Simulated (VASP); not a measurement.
Ag:

```
Ag
1.0
     0.00000    2.04310    2.04310
     2.04310    0.00000    2.04310
     2.04310    2.04310    0.00000
Ag
1
Direct
  0.00000 0.00000 0.00000
```

| Quantity | Value |
| --- | --- |
| Program | VASP 6.6.1 |
| Task | relaxation of cell and atoms |
| Functional | PBEsol |
| Potentials or basis | VASP PAW PBE potentials, release 64 (Ag) |
| Cutoff | 600 eV |
| k mesh | 13 × 13 × 13 |
| Occupations | fermi-dirac, width 0.1 eV |
| Spin | no spin polarisation |

At the start: pressure -3.0 GPa; volume 17.06 Å³/atom.

Task: How do energy, volume and symmetry change on relaxing?

Result: Over 3 steps the energy falls by 4.3 meV/atom and the volume is 16.60 Å³/atom (-2.7 %); space group Fm-3m (No. 225, to 0.05 Å).

The path:
| step | energy change (eV) | largest force (eV/Å) | pressure (GPa) | volume (Å³) |
| --- | --- | --- | --- | --- |
| 1 | 0.0000 | 0.0000 | -2.97 | 17.06 |
| 2 | -0.0020 | 0.0000 | 2.43 | 16.29 |
| 3 | -0.0043 | 0.0000 | -0.01 | 16.60 |

Final structure:
```cif
data_structure
_symmetry_space_group_name_H-M 'P 1'
_symmetry_Int_Tables_number 1
_cell_length_a 2.8636
_cell_length_b 2.8636
_cell_length_c 2.8636
_cell_angle_alpha 60.000
_cell_angle_beta 60.000
_cell_angle_gamma 60.000
_cell_volume 16.60
loop_
_atom_site_label
_atom_site_type_symbol
_atom_site_fract_x
_atom_site_fract_y
_atom_site_fract_z
_atom_site_occupancy
Ag1 Ag 0.00000 0.00000 0.00000 1
```

Caveat: the PAW data sets were made with another functional, which shifts forces and pressure a little.
